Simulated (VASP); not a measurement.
# AgB2 (P6/mmm) in VASP: further runs

Runs on AgB2. Level: PBE. Tasks: single point.

Everything below comes from runs of VASP 6.6.1. Logs are shortened: lines on timing, memory, paths and dates and some standing lists are left out, and cuts for length are marked.

## 1. The cell of the first run

The structure is hexagonal, space group P6/mmm (No. 191). Conventional cell: a = 2.844 Å, b = 2.844 Å, c = 3.605 Å, α = 90.00°, β = 90.00°, γ = 120.00°. Within 3.2 Å of Ag (site symmetry 6/mmm) lie 12 B at 2.44 Å and 6 Ag at 2.84 Å. Within 2.2 Å of B (site symmetry -6m2) lie 3 B at 1.64 Å.

## 2. Single point, PBE

File INCAR:

```
PREC     = Accurate       # precision mode
ENCUT    = 520            # plane-wave cutoff, eV
EDIFF    = 1E-7           # SCF threshold, eV
ISMEAR   = 0              # smearing method
SIGMA    = 0.05           # smearing width, eV
LREAL    = False          # projectors in reciprocal space
LASPH    = True           # aspherical terms in the spheres
NELM     = 100            # most SCF steps
ALGO     = Normal         # electronic algorithm
ISIF     = 2              # what is computed and relaxed
LWAVE    = False          # write WAVECAR
LCHARG   = False          # write CHGCAR
GGA      = PE             # functional
NBANDS   = 16             # bands
```

File KPOINTS:

```
Automatic mesh
0
Gamma
  8 8 6
```

File POSCAR:

```
AgB2
1.0
    2.8442575066      0.0000000000      0.0000000000
   -1.4221287533      2.4631992556      0.0000000000
    0.0000000000      0.0000000000      3.6045385983
Ag B
1 2
Direct
    0.0000000000      0.0000000000      0.0000000000
    0.3333333333      0.6666666667      0.5000000000
    0.6666666667      0.3333333333      0.5000000000
```

Potentials or basis: VASP PAW PBE potentials, release 64 (Ag, B).

Run with:

```console
> cat potpaw_PBE.64/Ag/POTCAR potpaw_PBE.64/B/POTCAR > POTCAR
> mpirun -np 1 vasp_std > vasp.out
```

OUTCAR:

```text
PREC = Accurate
   ENCUT = 520
   EDIFF = 1E-7
   ISMEAR = 0
   LREAL = False
   LASPH = True
   NELM = 100
   ISIF = 2
   GGA = PE

 ion  position               nearest neighbor table
   1  0.000  0.000  0.000-   2 2.44   3 2.44   2 2.44   3 2.44   2 2.44   2 2.44   3 2.44   3 2.44
                             3 2.44   3 2.44   2 2.44   2 2.44
   2  0.333  0.667  0.500-   3 1.64   3 1.64   3 1.64   1 2.44   1 2.44   1 2.44   1 2.44   1 2.44
                             1 2.44
   3  0.667  0.333  0.500-   2 1.64   2 1.64   2 1.64   1 2.44   1 2.44   1 2.44   1 2.44   1 2.44
                             1 2.44

  LATTYP: Found a hexagonal cell.
 ALAT       =     2.8442575066
 C/A-ratio  =     1.2673038886

  Lattice vectors:

 A1 = (   2.8442575066,   0.0000000000,   0.0000000000)
 A2 = (  -1.4221287533,   2.4631992556,   0.0000000000)
 A3 = (   0.0000000000,   0.0000000000,   3.6045385983)

Analysis of symmetry for initial positions (statically):
=====================================================================
 Subroutine PRICEL returns:
 Original cell was already a primitive cell.

 Routine SETGRP: Setting up the symmetry group for a
 hexagonal supercell.

 Subroutine GETGRP returns: Found 24 space group operations
 (whereof 24 operations were pure point group operations)
 out of a pool of 24 trial point group operations.

The static configuration has the point symmetry D_6h.

Analysis of symmetry for dynamics (positions and initial velocities):
=====================================================================
 Subroutine PRICEL returns:
 Original cell was already a primitive cell.

 Routine SETGRP: Setting up the symmetry group for a
 hexagonal supercell.

 Subroutine GETGRP returns: Found 24 space group operations
 (whereof 24 operations were pure point group operations)
 out of a pool of 24 trial point group operations.

The dynamic configuration has the point symmetry D_6h.

 Subroutine INISYM returns: Found 24 space group operations
 (whereof 24 operations are pure point group operations),
 and found     1 'primitive' translations

----------------------------------------------------------------------------------------

                                     Primitive cell

  volume of cell :      25.2533

  direct lattice vectors                    reciprocal lattice vectors
     2.844257507  0.000000000  0.000000000     0.351585606  0.202988044  0.000000000
    -1.422128753  2.463199256  0.000000000     0.000000000  0.405976089  0.000000000
     0.000000000  0.000000000  3.604538598     0.000000000  0.000000000  0.277428018

  length of vectors
     2.844257507  2.844257507  3.604538598     0.405976089  0.405976089  0.277428018

  position of ions in fractional coordinates (direct lattice)
     0.000000000  0.000000000  0.000000000
     0.333333333  0.666666667  0.500000000
     0.666666667  0.333333333  0.500000000

  ion indices of the primitive-cell ions
   primitive index   ion index
                 1           1
                 2           2
                 3           3

----------------------------------------------------------------------------------------

 KPOINTS: Automatic mesh

Automatic generation of k-mesh.
 Grid dimensions read from file:
 generate k-points for:    8    8    6

 Generating k-lattice:

  Cartesian coordinates                     Fractional coordinates (reciprocal lattice)
     0.043948201  0.025373506  0.000000000     0.125000000  0.000000000  0.000000000
     0.000000000  0.050747011  0.000000000     0.000000000  0.125000000  0.000000000
     0.000000000  0.000000000  0.046238003     0.000000000  0.000000000  0.166666667

  Length of vectors
     0.050747011  0.050747011  0.046238003

  Shift w.r.t. Gamma in fractional coordinates (k-lattice)
     0.000000000  0.000000000  0.000000000

 Subroutine IBZKPT returns following result:
 ===========================================

 Found     40 irreducible k-points:

 Following reciprocal coordinates:
            Coordinates               Weight
  0.000000  0.000000  0.000000      1.000000
  0.125000  0.000000  0.000000      6.000000
  0.250000  0.000000  0.000000      6.000000
  0.375000  0.000000  0.000000      6.000000
  0.500000  0.000000  0.000000      3.000000
  0.125000  0.125000  0.000000      6.000000
[... 16 lines left out ...]
  0.250000  0.000000  0.333333     12.000000
  0.375000  0.000000  0.333333     12.000000
 [... further k-points ...]
   k-points           NKPTS =     40   k-points in BZ     NKDIM =     40   number of bands    NBANDS=     16
   number of dos      NEDOS =    301   number of ions     NIONS =      3
   total plane-waves  NPLWV =  16128
   dimension x,y,z NGX =    24 NGY =   24 NGZ =   28
   dimension x,y,z NGXF=    48 NGYF=   48 NGZF=   56
   ions per type =               1   2
   NGX,Y,Z   is equivalent  to a cutoff of  14.03, 14.03, 12.91 a.u.
   NGXF,Y,Z  is equivalent  to a cutoff of  28.06, 28.06, 25.83 a.u.
 SYSTEM =  unknown system
   PREC   = accura    normal or accurate (medium, high low for compatibility)
   ISTART =      0    job   : 0-new  1-cont  2-samecut
   ICHARG =      2    charge: 1-file 2-atom 10-const
   ISPIN  =      1    spin polarized calculation?
   LNONCOLLINEAR =      F non collinear calculations
   LSORBIT =      F    spin-orbit coupling
   LASPH  =      T    aspherical Exc in radial PAW
   ENCUT  =  520.0 eV  38.22 Ry    6.18 a.u.   5.29  5.29  6.70*2*pi/ulx,y,z
   NELM   =    100;   NELMIN=  2; NELMDL= -5     # of ELM steps
   EDIFF  = 0.1E-06   stopping-criterion for ELM
   LREAL  =      F    real-space projection
   EDIFFG = 0.1E-05   stopping-criterion for IOM
   NSW    =      0    number of steps for IOM
   IBRION =     -1    ionic relax: 0-MD 1-quasi-New 2-CG
   NFREE  =      0    steps in history (QN), initial steepest desc. (CG)
   ISIF   =      2    stress and relaxation
   ISYM   =      2    0-nonsym 1-usesym 2-fastsym
   POTIM  = 0.5000    time-step for ionic-motion
   TEBEG  =    0.0;   TEEND  =   0.0 temperature during run
   PSTRESS=    0.0 pullay stress
   NELECT =      17.0000    total number of electrons
   NUPDOWN=      -1.0000    fix difference up-down
   EMIN   =  10.00;   EMAX   =-10.00  energy-range for DOS
   EFERMI =   0.00;   METHOD = LEGACY
   ISMEAR =     0;   SIGMA  =   0.05  broadening in eV -4-tet -1-fermi 0-gaus
   EFERMI_NEDOS =   21; number of points for ismear=-14 and -15
   IALGO  =     38    algorithm
   IMIX   =      4    mixing-type and parameters
     AMIX     =   0.40;   BMIX     =  1.00
     AMIX_MAG =   1.60;   BMIX_MAG =  1.00
  volume/ion in A,a.u.               =       8.42        56.81
  Fermi-wavevector in a.u.,A,eV,Ry     =   1.434779  2.711340 28.008838  2.058592
  Thomas-Fermi vector in A             =   2.554150
   LORBIT       =      0    0 simple, 1 ext, 2 COOP (PROOUT), +10 PAW based schemes
   GGA     = PE    functional components
   LHFCALC =     F    Hartree Fock is set to
   AEXX    =    0.0000 exact exchange contribution
   IVDW    =     0    specifies the selected vdW correction
   LEPSILON=     F    determine dielectric tensor
   LRPA    =     F    only Hartree local field effects (RPA)
 non-spin polarized calculation
 Gauss-broadening in eV      SIGMA  =   0.05
  energy-cutoff  :      520.00
  volume of cell :       25.25
 maximum number of plane-waves:       709
 NGX is ok and might be reduce to    24
   NGX = 11   NGY = 11   NGZ = 13

 number of electron      17.0000000 magnetization

 Free energy of the ion-electron system (eV)
  ---------------------------------------------------
  ext. energy  EPLUGINS =         0.00000000
  ---------------------------------------------------
  free energy    TOTEN  =       -13.57976266 eV

  energy without entropy =      -13.57767478  energy(sigma->0) =      -13.57871872

 E-fermi :  10.4151     XC(G=0): -13.2673

 val. band max:       10.4142848446   @ k =   0.1250   0.1250   0.5000
 cond. band min:      10.4726137142   @ k =   0.1250   0.0000   0.1667
 fundamental gap:      0.0583288697
 Fermi energy:        10.4150788036

 k-point     1 :       0.0000    0.0000    0.0000
  band No.  band energies     occupation
      1      -3.8003      2.00000
      2       3.2171      2.00000
      3       4.3331      2.00000
      4       4.3331      2.00000
      5       5.7081      2.00000
      6       5.7453      2.00000
[... 8 lines left out ...]
     15      28.8095      0.00000
     16      29.8210      0.00000

 k-point     2 :       0.1250    0.0000    0.0000
  band No.  band energies     occupation
      1      -3.4752      2.00000
      2       3.4401      2.00000
      3       4.1042      2.00000
      4       4.4547      2.00000
      5       4.5721      2.00000
      6       5.6851      2.00000
[... 8 lines left out ...]
     15      29.7882      0.00000
     16      29.9667      0.00000

 k-point     3 :       0.2500    0.0000    0.0000
  band No.  band energies     occupation
      1      -2.5347      2.00000
      2       3.3993      2.00000
      3       3.5639      2.00000
      4       3.9759      2.00000
      5       5.2127      2.00000
      6       5.5425      2.00000
[... 8 lines left out ...]
     15      27.9711      0.00000
     16      28.9540      0.00000

 k-point     4 :       0.3750    0.0000    0.0000
  band No.  band energies     occupation
      1      -1.0853      2.00000
      2       2.5149      2.00000
      3       3.0462      2.00000
      4       3.6742      2.00000
      5       5.4038      2.00000
      6       6.0241      2.00000
[... 8 lines left out ...]
     15      26.1560      0.00000
     16      27.7730      0.00000
[... 324 lines left out ...]
 k-point    22 :       0.1250    0.0000    0.3333
  band No.  band energies     occupation
      1      -2.5517      2.00000
      2       1.9149      2.00000
      3       4.3143      2.00000
      4       4.6183      2.00000
      5       4.7490      2.00000
      6       5.3316      2.00000
[... 8 lines left out ...]
     15      26.6182      0.00000
     16      27.5006      0.00000

 k-point    23 :       0.2500    0.0000    0.3333
  band No.  band energies     occupation
      1      -1.8170      2.00000
      2       2.5284      2.00000
      3       4.0754      2.00000
      4       4.1748      2.00000
      5       4.8408      2.00000
      6       5.4576      2.00000
[... 8 lines left out ...]
     15      25.1102      0.00000
     16      25.4880      0.00000

 k-point    24 :       0.3750    0.0000    0.3333
  band No.  band energies     occupation
      1      -0.7312      2.00000
      2       2.2023      2.00000
      3       3.4671      2.00000
      4       4.4659      2.00000
      5       4.8044      2.00000
      6       6.1702      2.00000
[... 8 lines left out ...]
     15      26.2522      0.00000
     16      26.9324      0.00000

 [... further k-points ...]
[... 5 lines left out ...]
  --------------------------------------------------------------------------------------
  -------------------------------------------------------------------------------------
  Total        9.3068646      9.3068646      9.1040957      0.0000000     -0.0000000      0.0000000
  in kB      590.4672820    590.4672820    577.6027600      0.0000000     -0.0000000      0.0000000
  external PRESSURE =     586.1791080 kB  Pullay stress =       0.0000000 kB

 VOLUME and BASIS-vectors are now :
 -----------------------------------------------------------------------------
  energy-cutoff  :      520.00
  volume of cell :       25.25
      direct lattice vectors                 reciprocal lattice vectors
     2.844257507  0.000000000  0.000000000     0.351585606  0.202988044  0.000000000
    -1.422128753  2.463199256  0.000000000     0.000000000  0.405976089  0.000000000
     0.000000000  0.000000000  3.604538598     0.000000000  0.000000000  0.277428018

 POSITION                                       TOTAL-FORCE (eV/Angst)
 -----------------------------------------------------------------------------------
      0.00000      0.00000      0.00000         0.000000      0.000000      0.000000
     -0.00000      1.64213      1.80227         0.000000      0.000000      0.000000
      1.42213      0.82107      1.80227        -0.000000     -0.000000      0.000000
 -----------------------------------------------------------------------------------
    total drift:                               -0.000000      0.000000     -0.000000

  FREE ENERGIE OF THE ION-ELECTRON SYSTEM (eV)
  ---------------------------------------------------
  free  energy   TOTEN  =       -13.5797626550 eV

  energy  without entropy=      -13.5776747766  energy(sigma->0) =      -13.57871872
```

It took 12 s on 1 thread of Intel Xeon Platinum 8488C (Sapphire Rapids), shared host; peak memory 0.15 GiB.

What came out:

```yaml
Free_energy: -13.5798 eV
Pressure: 58.6 GPa
```

## 3. Single point, PBE

File INCAR:

```
SYSTEM = AgB2
ALGO = Normal
EDIFF = 1E-7
ENCUT = 520
GGA = PE
ISIF = 2
ISMEAR = 0
LASPH = .True.
LCHARG = .True.
LELF = .True.
LREAL = .False.
LVHAR = .True.
LWAVE = .False.
NBANDS = 16
NELM = 80
PREC = Accurate
SIGMA = 0.05
```

File KPOINTS:

```
k-points
0
Gamma
  10 10 8
  0 0 0
```

POSCAR is that of step 2.

Potentials or basis: VASP PAW PBE potentials, release 64 (Ag, B).

Run with:

```console
> cat potpaw_PBE.64/Ag/POTCAR potpaw_PBE.64/B/POTCAR > POTCAR
> mpirun -np 1 vasp_std > vasp.out
```

Run time: 15 s. Hardware: 1 thread of Intel Xeon Platinum 8488C (Sapphire Rapids), shared host; peak memory 0.16 GiB.

It converged, with:

```
Free energy : -13.5612 eV
Pressure    : 58.6 GPa
```

Levels at points of the mesh, in eV from the Fermi level:
```
           k point  band 5  band 6  band 7  band 8  band 9  band 10  band 11  band 12
(0.00, 0.00, 0.00)   -4.66   -4.62   -4.62    1.33    1.33     3.24     7.55     7.55
(0.50, 0.00, 0.00)   -5.02   -3.84   -2.74   -2.56    2.38     3.90     4.69     7.63
(0.00, 0.00, 0.50)   -5.63   -4.94   -4.94    0.63    0.63     9.02     9.67     9.67
(0.50, 0.00, 0.50)   -4.67   -3.93   -3.83   -2.05   -0.08     1.57     6.84    10.99
```

## 4. Single point, PBE

File INCAR:

```
  PREC = Accurate
  ENCUT = 520
  EDIFF = 1E-6
  ISMEAR = 0
  SIGMA = 0.05
  LREAL = False
  LASPH = True
  NELM = 60
  ALGO = Normal
  ISIF = 2
  LWAVE = False
  LCHARG = False
  GGA = PE
  NBANDS = 16
```

File KPOINTS:

```
regular mesh
0
Gamma
  10 10 8
```

POSCAR is that of step 3.

Run with:

```console
> cat potpaw_PBE.64/Ag/POTCAR potpaw_PBE.64/B/POTCAR > POTCAR
> mpirun -np 1 vasp_std > vasp.out
```

Run time: 14 s. Hardware: 1 thread of Intel Xeon Platinum 8488C (Sapphire Rapids), shared host; peak memory 0.16 GiB.

The run converged. Its results:

```
Free energy : -13.5612 eV
Pressure    : 58.5 GPa
```

Levels at points of the mesh, in eV from the Fermi level:
```tsv
k point	band 6	band 7	band 8	band 9	band 10	band 11
(0.00, 0.00, 0.00)	-4.62	-4.62	1.33	1.33	3.24	7.55
(0.50, 0.00, 0.00)	-3.84	-2.74	-2.56	2.37	3.90	4.69
(0.00, 0.00, 0.50)	-4.94	-4.94	0.63	0.63	9.02	9.67
(0.50, 0.00, 0.50)	-3.93	-3.83	-2.05	-0.08	1.57	6.84
```
